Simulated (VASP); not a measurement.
# AlNi (Pm-3m) in VASP: notebook

AlNi is run at these levels: PBE; tasks: single point, relaxation of cell and atoms.

All numbers are computed with VASP 6.6.1; they aren't measurements. Logs are shortened: lines on timing, memory, paths and dates and some standing lists are left out, and cuts for length are marked.

## (1) The cell of the first run

The structure is cubic, space group Pm-3m (No. 221). Conventional cell: a = 2.894 Å, b = 2.894 Å, c = 2.894 Å, α = 90.00°, β = 90.00°, γ = 90.00°. Within 3.3 Å of Al (site symmetry m-3m) lie 8 Ni at 2.51 Å and 6 Al at 2.89 Å. Ni (site symmetry m-3m) has 8 Al at 2.51 Å and 6 Ni at 2.89 Å within 3.3 Å.

## (2) Single point, PBE

INCAR reads:

```
ALGO = Normal
EDIFF = 1E-6
ENCUT = 600
GGA = PE
GGA_COMPAT = False
ISIF = 2
ISMEAR = 0
LASPH = True
LCHARG = False
LREAL = False
LWAVE = False
NBANDS = 14
NELM = 120
PREC = Accurate
SIGMA = 0.1
```

KPOINTS reads:

```
k-points
0
Gamma
  6 6 6
```

POSCAR reads:

```
AlNi
1.0
    2.8936602292      0.0000000000      0.0000000000
    0.0000000000      2.8936602292      0.0000000000
    0.0000000000      0.0000000000      2.8936602292
Al Ni
1 1
Direct
    0.5000000000      0.5000000000      0.5000000000
    0.0000000000      0.0000000000      0.0000000000
```

Potentials or basis: VASP PAW PBE potentials, release 64 (Al, Ni).

On the command line:

```bash
> cat potpaw_PBE.64/Al/POTCAR potpaw_PBE.64/Ni/POTCAR > POTCAR
> mpirun -np 1 vasp_std > vasp.out
```

OUTCAR:

```text
EDIFF = 1E-6
   ENCUT = 600
   GGA = PE
   ISIF = 2
   ISMEAR = 0
   LASPH = True
   LREAL = False
   NELM = 120
   PREC = Accurate

 ion  position               nearest neighbor table
   1  0.500  0.500  0.500-   2 2.51   2 2.51   2 2.51   2 2.51   2 2.51   2 2.51   2 2.51   2 2.51

   2  0.000  0.000  0.000-   1 2.51   1 2.51   1 2.51   1 2.51   1 2.51   1 2.51   1 2.51   1 2.51

  LATTYP: Found a simple cubic cell.
 ALAT       =     2.8936602292

  Lattice vectors:

 A1 = (   2.8936602292,   0.0000000000,   0.0000000000)
 A2 = (   0.0000000000,   2.8936602292,   0.0000000000)
 A3 = (   0.0000000000,   0.0000000000,   2.8936602292)

Analysis of symmetry for initial positions (statically):
=====================================================================
 Subroutine PRICEL returns:
 Original cell was already a primitive cell.

 Routine SETGRP: Setting up the symmetry group for a
 simple cubic supercell.

 Subroutine GETGRP returns: Found 48 space group operations
 (whereof 48 operations were pure point group operations)
 out of a pool of 48 trial point group operations.

The static configuration has the point symmetry O_h .

Analysis of symmetry for dynamics (positions and initial velocities):
=====================================================================
 Subroutine PRICEL returns:
 Original cell was already a primitive cell.

 Routine SETGRP: Setting up the symmetry group for a
 simple cubic supercell.

 Subroutine GETGRP returns: Found 48 space group operations
 (whereof 48 operations were pure point group operations)
 out of a pool of 48 trial point group operations.

The dynamic configuration has the point symmetry O_h .

 Subroutine INISYM returns: Found 48 space group operations
 (whereof 48 operations are pure point group operations),
 and found     1 'primitive' translations

----------------------------------------------------------------------------------------

                                     Primitive cell

  volume of cell :      24.2294

  direct lattice vectors                    reciprocal lattice vectors
     2.893660229  0.000000000  0.000000000     0.345583075  0.000000000  0.000000000
     0.000000000  2.893660229  0.000000000     0.000000000  0.345583075  0.000000000
     0.000000000  0.000000000  2.893660229     0.000000000  0.000000000  0.345583075

  length of vectors
     2.893660229  2.893660229  2.893660229     0.345583075  0.345583075  0.345583075

  position of ions in fractional coordinates (direct lattice)
     0.500000000  0.500000000  0.500000000
     0.000000000  0.000000000  0.000000000

  ion indices of the primitive-cell ions
   primitive index   ion index
                 1           1
                 2           2

----------------------------------------------------------------------------------------

 KPOINTS: k-points

Automatic generation of k-mesh.
 Grid dimensions read from file:
 generate k-points for:    6    6    6

 Generating k-lattice:

  Cartesian coordinates                     Fractional coordinates (reciprocal lattice)
     0.057597179  0.000000000  0.000000000     0.166666667  0.000000000  0.000000000
     0.000000000  0.057597179  0.000000000     0.000000000  0.166666667  0.000000000
     0.000000000  0.000000000  0.057597179     0.000000000  0.000000000  0.166666667

  Length of vectors
     0.057597179  0.057597179  0.057597179

  Shift w.r.t. Gamma in fractional coordinates (k-lattice)
     0.000000000  0.000000000  0.000000000

 Subroutine IBZKPT returns following result:
 ===========================================

 Found     20 irreducible k-points:

 Following reciprocal coordinates:
            Coordinates               Weight
  0.000000  0.000000  0.000000      1.000000
  0.166667  0.000000  0.000000      6.000000
  0.333333  0.000000  0.000000      6.000000
  0.500000  0.000000  0.000000      3.000000
  0.166667  0.166667  0.000000     12.000000
  0.333333  0.166667  0.000000     24.000000
[... 12 lines left out ...]
  0.500000  0.500000  0.333333      6.000000
  0.500000  0.500000  0.500000      1.000000
   k-points           NKPTS =     20   k-points in BZ     NKDIM =     20   number of bands    NBANDS=     14
   number of dos      NEDOS =    301   number of ions     NIONS =      2
   total plane-waves  NPLWV =  13824
   dimension x,y,z NGX =    24 NGY =   24 NGZ =   24
   dimension x,y,z NGXF=    48 NGYF=   48 NGZF=   48
   ions per type =               1   1
   NGX,Y,Z   is equivalent  to a cutoff of  13.79, 13.79, 13.79 a.u.
   NGXF,Y,Z  is equivalent  to a cutoff of  27.58, 27.58, 27.58 a.u.
 SYSTEM =  unknown system
   PREC   = accura    normal or accurate (medium, high low for compatibility)
   ISTART =      0    job   : 0-new  1-cont  2-samecut
   ICHARG =      2    charge: 1-file 2-atom 10-const
   ISPIN  =      1    spin polarized calculation?
   LNONCOLLINEAR =      F non collinear calculations
   LSORBIT =      F    spin-orbit coupling
[... 69 lines left out ...]
      9      15.2983      0.00000
     10      17.9321      0.00000
     11      17.9321      0.00000
     12      23.3593      0.00000
     13      30.6288      0.00000
     14      30.6288      0.00000

 k-point     2 :       0.1667    0.0000    0.0000
  band No.  band energies     occupation
      1      -0.6840      2.00000
      2       6.5841      2.00000
      3       6.7819      2.00000
      4       8.1224      2.00000
      5       8.1224      2.00000
      6       8.3379      2.00000
      7      12.2192      0.00000
      8      15.9456      0.00000
      9      15.9456      0.00000
     10      17.9689      0.00000
     11      20.3907      0.00000
     12      25.2797      0.00000
     13      27.2413      0.00000
     14      27.2413      0.00000

 k-point     3 :       0.3333    0.0000    0.0000
  band No.  band energies     occupation
      1       0.7874      2.00000
      2       5.5272      2.00000
      3       7.0130      2.00000
      4       7.7809      2.00000
      5       7.7809      2.00000
      6       8.3809      2.00000
      7       9.6800      1.99627
      8      17.6623      0.00000
      9      17.6623      0.00000
     10      18.0611      0.00000
     11      22.2759      0.00000
     12      23.4287      0.00000
     13      23.4287      0.00000
     14      26.3323      0.00000

 k-point     4 :       0.5000    0.0000    0.0000
  band No.  band energies     occupation
      1       2.9816      2.00000
      2       3.1484      2.00000
      3       7.1345      2.00000
      4       7.6279      2.00000
      5       7.6279      2.00000
      6       8.4025      2.00000
      7       9.1934      2.00000
      8      18.1205      0.00000
      9      19.8082      0.00000
     10      19.8082      0.00000
     11      20.6069      0.00000
     12      20.6069      0.00000
     13      23.9887      0.00000
     14      24.9168      0.00000

 k-point     5 :       0.1667    0.1667    0.0000
  band No.  band energies     occupation
      1      -0.1878      2.00000
      2       6.6978      2.00000
      3       6.7526      2.00000
      4       7.8862      2.00000
      5       8.1152      2.00000
      6       8.1884      2.00000
      7      12.2880      0.00000
      8      13.2262      0.00000
      9      16.5720      0.00000
     10      19.1574      0.00000
     11      22.5718      0.00000
[... 208 lines left out ...]
 k-point    18 :       0.5000    0.3333    0.3333
  band No.  band energies     occupation
      1       5.0020      2.00000
      2       5.8716      2.00000
      3       6.2359      2.00000
      4       8.0837      2.00000
      5       8.0974      2.00000
      6       9.5152      2.00000
      7       9.5481      2.00000
      8      13.6026      0.00000
      9      14.3755      0.00000
     10      14.5759      0.00000
     11      15.7585      0.00000
     12      18.9098      0.00000
     13      21.6547      0.00000
     14      32.1152      0.00000

 k-point    19 :       0.5000    0.5000    0.3333
  band No.  band energies     occupation
      1       5.4616      2.00000
      2       5.9755      2.00000
      3       5.9755      2.00000
      4       8.1474      2.00000
      5       8.8541      2.00000
      6      10.3994      0.00000
      7      10.3994      0.00000
      8      11.5987      0.00000
      9      12.7240      0.00000
     10      16.0495      0.00000
     11      16.4158      0.00000
     12      16.4158      0.00000
     13      19.3715      0.00000
     14      33.9067      0.00000

 k-point    20 :       0.5000    0.5000    0.5000
  band No.  band energies     occupation
      1       5.8107      2.00000
      2       5.8107      2.00000
      3       5.8107      2.00000
      4       8.8613      2.00000
      5       8.8613      2.00000
      6      11.8677      0.00000
      7      11.8677      0.00000
      8      11.8677      0.00000
      9      13.4328      0.00000
     10      14.2316      0.00000
     11      14.2316      0.00000
     12      14.2316      0.00000
     13      17.4308      0.00000
     14      36.9773      0.00000

------------------------ aborting loop because EDIFF is reached ----------------------------------------

  FORCE on cell =-STRESS in cart. coord.  units (eV):
  Direction    XX          YY          ZZ          XY          YZ          ZX
  --------------------------------------------------------------------------------------
  -------------------------------------------------------------------------------------
  Total        0.0206443      0.0206443      0.0206443     -0.0000000      0.0000000     -0.0000000
  in kB        1.3651140      1.3651140      1.3651140     -0.0000000      0.0000000     -0.0000000
  external PRESSURE =       1.3651140 kB  Pullay stress =       0.0000000 kB

 VOLUME and BASIS-vectors are now :
 -----------------------------------------------------------------------------
  energy-cutoff  :      600.00
  volume of cell :       24.23
      direct lattice vectors                 reciprocal lattice vectors
     2.893660229  0.000000000  0.000000000     0.345583075  0.000000000  0.000000000
     0.000000000  2.893660229  0.000000000     0.000000000  0.345583075  0.000000000
     0.000000000  0.000000000  2.893660229     0.000000000  0.000000000  0.345583075

 POSITION                                       TOTAL-FORCE (eV/Angst)
 -----------------------------------------------------------------------------------
      1.44683      1.44683      1.44683         0.000000      0.000000      0.000000
      0.00000      0.00000      0.00000         0.000000      0.000000      0.000000
 -----------------------------------------------------------------------------------
    total drift:                                0.000000      0.000000      0.000000

  FREE ENERGIE OF THE ION-ELECTRON SYSTEM (eV)
  ---------------------------------------------------
  free  energy   TOTEN  =       -10.5132608596 eV

  energy  without entropy=      -10.5059472188  energy(sigma->0) =      -10.50960404
```

It used 7.2 s of CPU time on 1 thread of AMD EPYC 7R13 Processor (Zen 3) (shared host).

What came out:

```
Free energy : -10.5133 eV
Pressure    : 0.1 GPa
```

Caveat: the k points lie up to 0.36 Å⁻¹ apart. Spin polarisation is off, so any magnetic state and its effect on volume and gap are missing.

## (3) Single point, PBE

This run uses another cell than the first one, of 11.69 Å³/atom, 0.965 times its volume.

INCAR reads:

```
PREC     = Accurate       # precision mode
ENCUT    = 600            # plane-wave cutoff, eV
EDIFF    = 1E-6           # SCF threshold, eV
ISMEAR   = 0              # smearing method
SIGMA    = 0.1            # smearing width, eV
LREAL    = F              # projectors in reciprocal space
LASPH    = T              # aspherical terms in the spheres
NELM     = 120            # most SCF steps
ALGO     = Normal         # electronic algorithm
ISIF     = 2              # what is computed and relaxed
LWAVE    = F              # write WAVECAR
LCHARG   = F              # write CHGCAR
GGA      = PE             # functional
NBANDS   = 14             # bands
GGA_COMPAT= F
```

KPOINTS reads:

```
Automatic mesh
0
Gamma
  6 6 6
```

POSCAR reads:

```
AlNi
1.0
    2.8597110000      0.0000000000      0.0000000000
    0.0000000000      2.8597110000      0.0000000000
    0.0000000000      0.0000000000      2.8597110000
Al Ni
1 1
Direct
    0.5000000000      0.5000000000      0.5000000000
    0.0000000000      0.0000000000      0.0000000000
```

Potentials or basis: VASP PAW PBE potentials, release 64 (Al, Ni).

On the command line:

```bash
> cat potpaw_PBE.64/Al/POTCAR potpaw_PBE.64/Ni/POTCAR > POTCAR
> mpirun -np 1 vasp_std > vasp.out
```

Wall time 3.9 s (1 thread of AMD EPYC 9R45 (Zen 5), shared host); peak memory 0.11 GiB.

It converged, with:

```
Free energy : -10.4969 eV
Pressure    : 6.2 GPa
```

Levels at points of the mesh, in eV from the Fermi level:
| k point | band 3 | band 4 | band 5 | band 6 | band 7 | band 8 | band 9 | band 10 | band 11 | band 12 |
| --- | --- | --- | --- | --- | --- | --- | --- | --- | --- | --- |
| (0.00, 0.00, 0.00) | -3.40 | -1.65 | -1.65 | -1.65 | 5.55 | 5.55 | 5.55 | 8.15 | 8.15 | 14.10 |
| (0.50, 0.00, 0.00) | -2.91 | -2.38 | -2.38 | -1.56 | -0.72 | 8.26 | 10.08 | 10.08 | 11.06 | 11.06 |
| (0.50, 0.50, 0.00) | -2.99 | -2.99 | -2.20 | -2.20 | -1.11 | 1.47 | 2.52 | 12.48 | 15.26 | 15.26 |
| (0.50, 0.50, 0.50) | -4.27 | -1.08 | -1.08 | 1.94 | 1.94 | 1.94 | 3.85 | 4.49 | 4.49 | 4.49 |

Caveat: the k points lie up to 0.37 Å⁻¹ apart.

## (4) Single point, PBE

INCAR reads:

```
ALGO = Normal
EDIFF = 1E-6
ENCUT = 600
GGA = PE
GGA_COMPAT = False
ISIF = 2
ISMEAR = 0
LASPH = True
LCHARG = False
LREAL = False
LWAVE = False
NBANDS = 14
NELM = 120
PREC = Accurate
SIGMA = 0.1
```

KPOINTS reads:

```
k-points
0
Gamma
  6 6 6
```

POSCAR reads:

```
AlNi
1.0
    2.8936602089      0.0000000000      0.0000000000
    0.0000000000      2.8936602089      0.0000000000
    0.0000000000      0.0000000000      2.8936602089
Al Ni
1 1
Direct
    0.5000000000      0.5000000000      0.5000000000
    0.0000000000      0.0000000000      0.0000000000
```

On the command line:

```bash
> cat potpaw_PBE.64/Al/POTCAR potpaw_PBE.64/Ni/POTCAR > POTCAR
> mpirun -np 1 vasp_std > vasp.out
```

Wall time 3.9 s (1 thread of AMD EPYC 9R45 (Zen 5), shared host); peak memory 0.11 GiB.

Results (log left out):

| Quantity | Value |
| --- | --- |
| Free energy | -10.5133 eV |
| Pressure | 0.1 GPa |

Levels at points of the mesh, in eV from the Fermi level:
| k point | band 3 | band 4 | band 5 | band 6 | band 7 | band 8 | band 9 | band 10 | band 11 | band 12 |
| --- | --- | --- | --- | --- | --- | --- | --- | --- | --- | --- |
| (0.00, 0.00, 0.00) | -3.21 | -1.57 | -1.57 | -1.57 | 5.41 | 5.41 | 5.41 | 8.05 | 8.05 | 13.47 |
| (0.50, 0.00, 0.00) | -2.75 | -2.26 | -2.26 | -1.48 | -0.69 | 8.24 | 9.92 | 9.92 | 10.72 | 10.72 |
| (0.50, 0.50, 0.00) | -2.88 | -2.88 | -2.09 | -2.09 | -1.05 | 1.42 | 2.36 | 12.10 | 15.00 | 15.00 |
| (0.50, 0.50, 0.50) | -4.07 | -1.02 | -1.02 | 1.98 | 1.98 | 1.98 | 3.55 | 4.35 | 4.35 | 4.35 |

Caveat: the k points lie up to 0.36 Å⁻¹ apart. Spin polarisation is off, so any magnetic state and its effect on volume and gap are missing.

## (5) Relaxation of cell and atoms, PBE

This run uses another cell than the first one, of 11.69 Å³/atom, 0.965 times its volume.

INCAR reads:

```
  PREC = Accurate
  ENCUT = 600
  EDIFF = 1E-7
  ISMEAR = 0
  SIGMA = 0.1
  LREAL = F
  LASPH = T
  NELM = 120
  ALGO = Normal
  ISIF = 3
  LWAVE = F
  LCHARG = F
  GGA = PE
  IBRION = 2
  NSW = 60
  EDIFFG = -0.04
  GGA_COMPAT = F
  NELMIN = 4
```

KPOINTS reads:

```
Automatic mesh
0
Gamma
  6 6 6
```

POSCAR reads:

```
AlNi
1.0
    2.8597110000      0.0000000000      0.0000000000
    0.0000000000      2.8597110000      0.0000000000
    0.0000000000      0.0000000000      2.8597110000
Al Ni
1 1
Direct
    0.5000000000      0.5000000000      0.5000000000
    0.0000000000      0.0000000000      0.0000000000
```

On the command line:

```bash
> cat potpaw_PBE.64/Al/POTCAR potpaw_PBE.64/Ni/POTCAR > POTCAR
> mpirun -np 1 vasp_std > vasp.out
```

It took 8 s on 1 thread of AMD EPYC 9R45 (Zen 5), shared host; peak memory 0.11 GiB.

It converged, with:

- Free energy: -10.5131 eV
- Relaxed volume: 12.12 Å³/atom
- Relaxed cell: a = 2.894 Å, b = 2.894 Å, c = 2.894 Å, α = 90.00°, β = 90.00°, γ = 90.00°
- Space group after relaxing (to 0.05 Å): Pm-3m (No. 221)
- Energy gained by relaxing: 8.1 meV/atom
- Ionic steps: 3
- Pressure after relaxing: 0.0 GPa

Step by step:
```
step  energy change (eV)  largest force (eV/Å)  pressure (GPa)  volume (Å³)
   1              0.0000                0.0000            6.20        23.39
   2             -0.0065                0.0000           -4.26        24.95
   3             -0.0161                0.0000           -0.01        24.25
```

Final structure:
```
Al Ni
1.0
     2.89446    0.00000    0.00000
     0.00000    2.89446    0.00000
     0.00000    0.00000    2.89446
Al Ni
1 1
Direct
  0.50000 0.50000 0.50000
  0.00000 0.00000 0.00000
```

Levels at points of the mesh, in eV from the Fermi level:
| k point | band 4 | band 5 | band 6 | band 7 | band 8 | band 9 | band 10 |
| --- | --- | --- | --- | --- | --- | --- | --- |
| (0.00, 0.00, 0.00) | -1.57 | -1.57 | -1.57 | 5.41 | 5.41 | 5.41 | 8.04 |
| (0.50, 0.00, 0.00) | -2.25 | -2.25 | -1.48 | -0.69 | 8.23 | 9.92 | 9.92 |
| (0.50, 0.50, 0.00) | -2.88 | -2.08 | -2.08 | -1.05 | 1.41 | 2.36 | 12.09 |
| (0.50, 0.50, 0.50) | -1.02 | -1.02 | 1.98 | 1.98 | 1.98 | 3.54 | 4.34 |

Caveat: the k points lie up to 0.36 Å⁻¹ apart in the final cell.

## (6) Overview

| task | cell | gap on the mesh (eV) | pressure (GPa) |
| --- | --- | --- | --- |
| single point | a = 2.894 Å, 2 atoms | none | 0.1 |
| single point | a = 2.860 Å, 2 atoms | none | 6.2 |
| relaxation of cell and atoms | relaxed from a = 2.860 Å, 2 atoms | none | 0.0 |

Alike in all rows: level PBE; potentials or basis VASP PAW PBE potentials, release 64 (Al, Ni); no spin polarisation; k mesh 6 × 6 × 6; cutoff (eV) 600; smearing gaussian 0.1 eV.

Caveats: all runs use coarse meshes.

Absolute energies hang on the potentials; compare differences alone.
